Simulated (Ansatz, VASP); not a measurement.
CO: VASP beside Ansatz

```
O C
1.0
     7.74175    0.00000    0.00000
     0.00000    7.74175    0.00000
     0.00000    0.00000    7.74175
O C
8 8
Direct
  0.75086 0.44379 0.82536
  0.13258 0.78700 0.32754
  0.58211 0.86168 0.59954
  0.97304 0.98348 0.81014
  0.34197 0.42860 0.72620
  0.91072 0.33813 0.26614
  0.32194 0.05080 0.07240
  0.45761 0.58423 0.13036
  0.84727 0.54209 0.87503
  0.98914 0.81212 0.31247
  0.45823 0.92361 0.64622
  0.99423 0.05563 0.68460
  0.21927 0.44459 0.64817
  0.83903 0.40572 0.37455
  0.45794 0.10355 0.06180
  0.43061 0.48224 0.23175
```

Alike in both runs: functional PBEsol; k mesh 1 × 1 × 1; occupations fermi-dirac, width 0.02 eV; no spin polarisation.

Ansatz relaxed the structure, and its values are those at the end. VASP's run is a single point on that final structure, the one shown.

|  | VASP | Ansatz |
| --- | --- | --- |
| version | VASP 6.6.1 | Ansatz 0.2.0 |
| potentials or method | VASP PAW PBE potentials, release 64 (O, C), cutoff 520 eV | scalar-relativistic, plane waves, PAW |
| valence electrons in the cell | 80 | 80 |

|  | VASP | Ansatz | Ansatz less VASP |
| --- | --- | --- | --- |
| rms of the force components (eV/Å) | 0.608 | 0.041 | -0.5674 |

VASP's potentials were made for PBE, not for PBEsol. One of these differences is far larger than is usual between the two programs; its cause wasn't traced. With one functional, cell and mesh, what is left measures potentials, basis and numerics.

Noted on VASP's run: the standard files for N, O and F lose accuracy on very short bonds.
